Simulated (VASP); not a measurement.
# GaN (P6_3mc) in VASP: a series of runs

GaN is run at these levels: PBE, LDA; tasks: vibrations by perturbation theory, single point.

Program: VASP 6.6.1. These are calculated values, not measurements. Logs are shortened: lines on timing, memory, paths and dates and some standing lists are left out, and cuts for length are marked.

### 1 The cell of the first run

Symmetry: P6_3mc, No. 186, hexagonal system. The conventional cell has a = 3.218 Å, b = 3.218 Å, c = 5.243 Å, α = 90.00°, β = 90.00°, γ = 120.00°. Within 2.6 Å of Ga (site symmetry 3m) lie 4 N at 1.97 to 1.98 Å. N (site symmetry 3m) has 4 Ga at 1.97 to 1.98 Å within 2.6 Å.

### 2 Vibrations by perturbation theory, PBE

The input, INCAR:

```
SYSTEM = GaN
ALGO = Normal ; EDIFF = 1E-8
ENCUT = 520 ; GGA = PE
IBRION = 8 ; ISIF = 2
ISMEAR = 0 ; LASPH = .True.
LCHARG = .False. ; LREAL = .False.
LWAVE = .False. ; NELM = 80
NSW = 1 ; PREC = Accurate
SIGMA = 0.05
```

The input, KPOINTS:

```
k-points
0
Gamma
  12 12 6
  0 0 0
```

The input, POSCAR:

```
GaN
1.0
    3.2184289034      0.0000000000      0.0000000000
   -1.6092144517      2.7872411906      0.0000000000
    0.0000000000      0.0000000000      5.2430303759
Ga N
2 2
Direct
    0.3333333333      0.6666666667      0.9991316853
    0.6666666667      0.3333333333      0.4991316853
    0.3333333333      0.6666666667      0.3758683147
    0.6666666667      0.3333333333      0.8758683147
```

Potentials or basis: VASP PAW PBE potentials, release 64 (Ga_d, N).

Command:

```sh
> cat potpaw_PBE.64/Ga_d/POTCAR potpaw_PBE.64/N/POTCAR > POTCAR
> mpirun -np 1 vasp_std > vasp.out
```

OUTCAR:

```text
SYSTEM = GaN
   EDIFF = 1E-8
   ENCUT = 520
   GGA = PE
   IBRION = 8
   ISIF = 2
   ISMEAR = 0
   LASPH = .True.
   LREAL = .False.
   NELM = 80
   NSW = 1
   PREC = Accurate

 ion  position               nearest neighbor table
   1  0.333  0.667  0.999-   4 1.97   4 1.97   4 1.97   3 1.98
   2  0.667  0.333  0.499-   3 1.97   3 1.97   3 1.97   4 1.98
   3  0.333  0.667  0.376-   2 1.97   2 1.97   2 1.97   1 1.98
   4  0.667  0.333  0.876-   1 1.97   1 1.97   1 1.97   2 1.98

  LATTYP: Found a hexagonal cell.
 ALAT       =     3.2184289034
 C/A-ratio  =     1.6290651536

  Lattice vectors:

 A1 = (   3.2184289034,   0.0000000000,   0.0000000000)
 A2 = (  -1.6092144517,   2.7872411906,   0.0000000000)
 A3 = (   0.0000000000,   0.0000000000,   5.2430303759)

Analysis of symmetry for initial positions (statically):
=====================================================================
 Subroutine PRICEL returns:
 Original cell was already a primitive cell.

 Routine SETGRP: Setting up the symmetry group for a
 hexagonal supercell.

 Subroutine GETGRP returns: Found 12 space group operations
 (whereof  6 operations were pure point group operations)
 out of a pool of 24 trial point group operations.

The static configuration has the point symmetry C_3v.
 The point group associated with its full space group is C_6v.

Analysis of symmetry for dynamics (positions and initial velocities):
=====================================================================
 Subroutine PRICEL returns:
 Original cell was already a primitive cell.

 Routine SETGRP: Setting up the symmetry group for a
 hexagonal supercell.

 Subroutine GETGRP returns: Found 12 space group operations
 (whereof  6 operations were pure point group operations)
 out of a pool of 24 trial point group operations.

The dynamic configuration has the point symmetry C_3v.
 The point group associated with its full space group is C_6v.

 Subroutine INISYM returns: Found 12 space group operations
 (whereof  6 operations are pure point group operations),
 and found     1 'primitive' translations

----------------------------------------------------------------------------------------

                                     Primitive cell

  volume of cell :      47.0328

  direct lattice vectors                    reciprocal lattice vectors
     3.218428903  0.000000000  0.000000000     0.310710608  0.179388853  0.000000000
    -1.609214452  2.787241191  0.000000000     0.000000000  0.358777706  0.000000000
     0.000000000  0.000000000  5.243030376     0.000000000  0.000000000  0.190729393

  length of vectors
     3.218428903  3.218428903  5.243030376     0.358777706  0.358777706  0.190729393

  position of ions in fractional coordinates (direct lattice)
     0.333333333  0.666666667  0.999131685
     0.666666667  0.333333333  0.499131685
     0.333333333  0.666666667  0.375868315
     0.666666667  0.333333333  0.875868315

  ion indices of the primitive-cell ions
   primitive index   ion index
                 1           1
                 2           2
[... 121 lines left out ...]
  free energy    TOTEN  =       -24.32786752 eV

  energy without entropy =      -24.32786752  energy(sigma->0) =      -24.32786752

 E-fermi :   5.2074     XC(G=0): -11.5151

 val. band max:        5.0087388171   @ k =   0.0000   0.0000   0.0000
 cond. band min:       6.7245473288   @ k =   0.0000   0.0000   0.0000
 fundamental gap:      1.7158085117
 Fermi energy:         5.2074124914

 k-point     1 :       0.0000    0.0000    0.0000
  band No.  band energies     occupation
      1     -10.7265      2.00000
      2      -9.9033      2.00000
      3      -8.4118      2.00000
      4      -8.3974      2.00000
      5      -8.3974      2.00000
      6      -8.3417      2.00000
[... 589 lines left out ...]
     21      11.8964      0.00000
     22      13.0767      0.00000

 [... further k-points ...]

------------------------ aborting loop because EDIFF is reached ----------------------------------------

  FORCE on cell =-STRESS in cart. coord.  units (eV):
  Direction    XX          YY          ZZ          XY          YZ          ZX
  --------------------------------------------------------------------------------------
  -------------------------------------------------------------------------------------
  Total        0.0254732      0.0254732      0.0388745      0.0000000      0.0000000      0.0000000
  in kB        0.8677464      0.8677464      1.3242625      0.0000000      0.0000000      0.0000000
  external PRESSURE =       1.0199185 kB  Pullay stress =       0.0000000 kB

 VOLUME and BASIS-vectors are now :
 -----------------------------------------------------------------------------
  energy-cutoff  :      520.00
  volume of cell :       47.03
      direct lattice vectors                 reciprocal lattice vectors
     3.218428903  0.000000000  0.000000000     0.310710608  0.179388853  0.000000000
    -1.609214452  2.787241191  0.000000000     0.000000000  0.358777706  0.000000000
     0.000000000  0.000000000  5.243030376     0.000000000  0.000000000  0.190729393

 POSITION                                       TOTAL-FORCE (eV/Angst)
 -----------------------------------------------------------------------------------
     -0.00000      1.85816      5.23848        -0.000000     -0.000000     -0.000138
      1.60921      0.92908      2.61696         0.000000     -0.000000     -0.000138
     -0.00000      1.85816      1.97069         0.000000      0.000000      0.000138
      1.60921      0.92908      4.59220         0.000000     -0.000000      0.000138
 -----------------------------------------------------------------------------------
    total drift:                               -0.000001     -0.000001     -0.001218

  FREE ENERGIE OF THE ION-ELECTRON SYSTEM (eV)
  ---------------------------------------------------
  free  energy   TOTEN  =       -24.3278675224 eV

  energy  without entropy=      -24.3278675223  energy(sigma->0) =      -24.32786752

[... ionic steps 2 to 9 ...]

--------------------------------------- Ionic step       10  -------------------------------------------

------------------------ aborting loop because EDIFF is reached ----------------------------------------

[... ionic steps 11 to 11 ...]

--------------------------------------- Ionic step       12  -------------------------------------------

 Free energy of the ion-electron system (eV)
  ---------------------------------------------------
  ---------------------------------------------------
  free energy    TOTEN  =        -0.24749960 eV

  energy without entropy =       -0.24749960

------------------------ aborting loop because EDIFF is reached ----------------------------------------

 INTERNAL STRAIN TENSOR  FOR ION    3  DIRECTION 3   (eV/Angst):
 -----------------------------------------------------------------------------
     4.44043  0.00000  0.00000
     0.00000  4.44043  0.00000
     0.00000 -0.00000 -8.35387

 INTERNAL STRAIN TENSOR FOR ION    4 for displacements in x,y,z  (eV/Angst):
          X           Y           Z          XY          YZ          ZX
  --------------------------------------------------------------------------------
  x     0.00000    -0.00000     0.00000     8.22601     0.00000     4.42669
  y     8.22601    -8.22601     0.00000     0.00000     4.76189     0.00000
  z     4.44043     4.44043    -8.35387     0.00000     0.00000     0.00000

 SECOND DERIVATIVES (NOT SYMMETRIZED)
 ------------------------------------
               1X          1Y          1Z          2X          2Y          2Z          3X          3Y          3Z          4X          4Y          4Z
  1X   -11.923007    0.000000   -0.000000    0.334743    0.000000    0.000000    1.032089    0.000000   -0.000000   10.556174    0.000000    0.000000
  1Y     0.000000  -11.923007    0.000000    0.000000    0.334743    0.000000   -0.000000    1.032089    0.000000    0.000000   10.556174    0.000000
  1Z     0.000000   -0.000000  -18.468002    0.000000    0.000000    7.867512    0.000000    0.000000    6.024730    0.000000    0.000000    4.575760
  2X     0.334743    0.000000    0.000000  -11.923007    0.000000    0.000000   10.556174    0.000000    0.000000    1.032089    0.000000    0.000000
  2Y     0.000000    0.334743   -0.000000    0.000000  -11.923007    0.000000    0.000000   10.556174    0.000000   -0.000000    1.032089   -0.000000
  2Z     0.000000   -0.000000    7.867512    0.000000    0.000000  -18.468002    0.000000   -0.000000    4.575760    0.000000    0.000000    6.024730
  3X     1.068197    0.000000    0.000000   10.590380   -0.000000   -0.000000  -12.269478    0.000000    0.000000    0.610900    0.000000   -0.000000
  3Y     0.000000    1.068197    0.000000    0.000000   10.590380    0.000000   -0.000000  -12.269478    0.000000    0.000000    0.610900    0.000000
  3Z     0.000000    0.000000    6.019454    0.000000   -0.000000    4.606037    0.000000   -0.000000  -16.335016    0.000000   -0.000000    5.709524
  4X    10.590380    0.000000    0.000000    1.068197    0.000000    0.000000    0.610900   -0.000000    0.000000  -12.269478    0.000000    0.000000
  4Y    -0.000000   10.590380    0.000000    0.000000    1.068197    0.000000   -0.000000    0.610900    0.000000   -0.000000  -12.269478    0.000000
  4Z     0.000000    0.000000    4.606037    0.000000   -0.000000    6.019454   -0.000000    0.000000    5.709524    0.000000    0.000000  -16.335016

 Eigenvectors and eigenvalues of the dynamical matrix
 ----------------------------------------------------

   1 f  =   19.627412 THz   123.322665 2PiTHz  654.699984 cm-1    81.172416 meV
             X         Y         Z           dx          dy          dz
     -0.000000  1.858161  5.238478     0.000000   -0.000000    0.027005
      1.609214  0.929080  2.616963     0.000000   -0.000000   -0.027005
     -0.000000  1.858161  1.970689     0.000000   -0.000000   -0.706591
      1.609214  0.929080  4.592204    -0.000000    0.000000    0.706591
[... 71 lines left out ...]
  12 f/i=    0.017601 THz     0.110590 2PiTHz    0.587106 cm-1     0.072792 meV
             X         Y         Z           dx          dy          dz
     -0.000000  1.858161  5.238478    -0.643536    0.051648   -0.000000
      1.609214  0.929080  2.616963    -0.643536    0.051648   -0.000000
     -0.000000  1.858161  1.970689    -0.287509    0.023074   -0.000000
      1.609214  0.929080  4.592204    -0.287509    0.023074   -0.000000

--------------------------------------------------------------------------------------------------------

 ELASTIC MODULI CONTR FROM IONIC RELAXATION (kBar)
 Direction    XX          YY          ZZ          XY          YZ          ZX
 --------------------------------------------------------------------------------
 XX        -485.1081    232.8834    237.9882      0.0000      0.0000      0.0000
 YY         232.8834   -485.1081    237.9882     -0.0000     -0.0000     -0.0000
 ZZ         237.9882    237.9882   -449.1106      0.0000      0.0000      0.0000
 XY           0.0000     -0.0000      0.0000   -358.9958      0.0000      0.0000
 YZ          -0.0000      0.0000      0.0000      0.0000   -110.0182     -0.0000
 ZX           0.0000     -0.0000      0.0000      0.0000     -0.0000   -119.2397
 --------------------------------------------------------------------------------
```

Wall time 17 min (1 thread of AMD EPYC 9R45 (Zen 5), shared host); peak memory 0.86 GiB.

What came out:

* Highest phonon frequency at Γ, LO-TO splitting left out: 655 cm⁻¹

Phonon frequencies in cm⁻¹ (negative: imaginary):
```csv
q point,frequencies
"(0.000, 0.000, 0.000)",-1 -1 0 135 135 320 498 521 521 529 529 655
```

### 3 Single point, LDA

The input, POSCAR:

```
GaN
1.0
    3.2184289250      0.0000000000      0.0000000000
   -1.6092144625      2.7872412093      0.0000000000
    0.0000000000      0.0000000000      5.2430304918
Ga N
2 2
Direct
    0.3333333333      0.6666666667     -0.0008683122
    0.6666666667      0.3333333333      0.4991316878
    0.3333333333      0.6666666667      0.3758683122
    0.6666666667      0.3333333333      0.8758683122
```

The input, INCAR.step1:

```
SYSTEM = GaN
  PREC = Accurate
  ENCUT = 520
  EDIFF = 1E-6
  ISMEAR = 0
  SIGMA = 0.02
  LREAL = .FALSE.
  LASPH = .TRUE.
  NELM = 80
  ALGO = Normal
  ISIF = 2
  LWAVE = .FALSE.
  LCHARG = .TRUE.
  NBANDS = 26
```

The input, KPOINTS.step1:

```
Automatic mesh
0
G
  12 12 6
  0 0 0
```

The input, INCAR.step2:

```
SYSTEM = GaN
  PREC = Accurate
  ENCUT = 520
  EDIFF = 1E-6
  ISMEAR = -5
  SIGMA = 0.02
  LREAL = .FALSE.
  LASPH = .TRUE.
  NELM = 80
  ALGO = Normal
  ISIF = 2
  LWAVE = .FALSE.
  LCHARG = .FALSE.
  LORBIT = 11
  NBANDS = 26
  NEDOS = 2001
  ICHARG = 11
```

The input, KPOINTS.step2:

```
Automatic mesh
0
G
  18 18 9
  0 0 0
```

Potentials or basis: VASP PAW LDA potentials, release 64 (Ga_d, N).

Command:

```sh
> cat potpaw_LDA.64/Ga_d/POTCAR potpaw_LDA.64/N/POTCAR > POTCAR
> cp INCAR.step1 INCAR
> cp KPOINTS.step1 KPOINTS
> mpirun -np 1 vasp_std > vasp.out
> cp INCAR.step2 INCAR
> cp KPOINTS.step2 KPOINTS
> mpirun -np 1 vasp_std > vasp.out
```

It took 4.1 min on 1 thread of Intel Xeon 8259CL, shared host; peak memory 0.29 GiB.

The run converged. Its results:

```yaml
Valence_electrons_inside_the_program's_atomic_spheres: Ga 11.83; N 3.67
```

Levels at points of the mesh, in eV from the valence-band top:
```tsv
k point	band 15	band 16	band 17	band 18	band 19	band 20	band 21	band 22
(0.00, 0.00, 0.00)	-1.01	-0.04	0.00	0.00	1.73	3.97	8.87	9.55
(0.50, 0.00, 0.00)	-4.12	-2.67	-2.15	-0.97	4.82	5.30	5.84	8.22
```

(Part 1 of 2 ends here.)
